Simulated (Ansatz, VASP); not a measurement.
SiO2: VASP beside Ansatz

```xyz
12
Lattice="4.9926 0.0000 0.0000 0.0000 4.9926 0.0000 0.0000 0.0000 6.9339" Properties=species:S:1:pos:R:3 pbc="T T T"
Si    3.4882    3.4882    3.4670
Si    4.0008    0.9918    5.2004
Si    0.9918    4.0008    1.7335
Si    1.5045    1.5045    0.0000
O     4.4613    3.8013    2.2196
O     0.5314    1.1913    5.6866
O     3.8013    4.4613    4.7143
O     1.3050    3.0277    0.4861
O     1.1913    0.5314    1.2474
O     1.9649    3.6876    2.9808
O     3.0277    1.3050    6.4478
O     3.6876    1.9649    3.9531
```

Alike in both runs: task electric field gradients; functional PBE; k mesh 5 × 5 × 4; occupations fermi-dirac, width 0.02 eV; no spin polarisation.

|  | VASP | Ansatz |
| --- | --- | --- |
| version | VASP 6.6.1 | Ansatz 0.2.0 |
| potentials or method | VASP PAW PBE potentials, release 64 (Si, O) | plane-wave PAW, scalar-relativistic |
| plane-wave cutoff (eV) | 520 | 420 |
| valence electrons in the cell | 64 | 64 |

|  | VASP | Ansatz | Ansatz less VASP |
| --- | --- | --- | --- |
| gap on the k mesh at the Fermi level (eV) | 5.72 | 5.71 | -0.002 |
| pressure (GPa) | 4.8 | 4.7 | -0.13 |
| traceless stress, the component that is largest in VASP (GPa) | 0.15 | 0.18 | +0.031 |
| rms of the force components (eV/Å) | 0.134 | 0.137 | +0.0029 |
| size of Vzz on the site where it differs most (V/Å²) | 88.9 | 96.3 | +7.36 |

Atom by atom the forces differ by 0.008 eV/Å (rms over components). With one functional, cell and mesh, what is left measures potentials, basis and numerics.
